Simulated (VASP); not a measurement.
## Zn2CdTe3: single point with PBE

Crystal: Zn2CdTe3.

```
Zn Cd Te
1.0
     4.31735    2.49262    2.90302
    -4.31735    2.49262    2.90302
     0.00000   -4.98525    2.90302
Zn Cd Te
2 1 3
Direct
  0.85996 0.85996 0.85996
  0.14004 0.14004 0.14004
  0.50000 0.50000 0.50000
  0.50000 0.50000 0.00000
  0.00000 0.50000 0.50000
  0.50000 0.00000 0.50000
```

The cell was generated, and may not be a known phase.

```json
{
  "Program": "VASP 6.6.1",
  "Task": "single point",
  "Functional": "PBE",
  "Potentials or basis": "VASP PAW PBE potentials, release 64 (Zn, Cd, Te)",
  "Cutoff": "520 eV",
  "k mesh": "6 × 6 × 6",
  "Occupations": "gaussian, width 0.1 eV",
  "Spin": "no spin polarisation",
  "Dipole correction": "no",
  "Further INCAR settings": "ALGO = Normal; EDIFF = 1e-06; NBANDS = 36"
}
```

| Item | Value |
| --- | --- |
| Pressure | 0.1 GPa |
| Largest force | 0.007 eV/Å |
| Band gap on the k mesh | zero (bands 27 and 28 overlap by 1.56 eV) |

Forces on the atoms (eV/Å):
```
Zn   0.000  0.000 -0.007
Zn   0.000  0.000  0.007
Cd   0.000  0.000  0.000
Te   0.000  0.000  0.000
Te   0.000  0.000  0.000
Te   0.000  0.000  0.000
```

Levels at points of the mesh, in eV from the Fermi level:
```csv
k point,band 23,band 24,band 25,band 26,band 27,band 28,band 29,band 30,band 31,band 32
"(0.00, 0.00, 0.00)",-1.72,-1.72,-1.31,-0.86,-0.08,0.15,0.15,3.05,3.65,3.65
"(0.50, 0.00, 0.00)",-2.26,-1.64,-1.08,-1.00,-0.47,0.13,0.82,2.76,2.97,3.78
"(0.50, 0.50, 0.00)",-1.65,-1.58,-1.49,-0.52,-0.17,0.83,0.88,2.95,3.92,4.26
"(0.50, 0.50, 0.50)",-3.07,-0.41,-0.41,0.68,0.88,0.88,1.55,3.86,3.96,3.96
```

Run time: 2.5 min on 1 thread of Intel(R) Xeon(R) Platinum 8488C (Sapphire Rapids), with other jobs on the host, peak memory 0.44 GiB.

Caveat: spin-orbit coupling is left out, which moves the levels of the heavy elements.
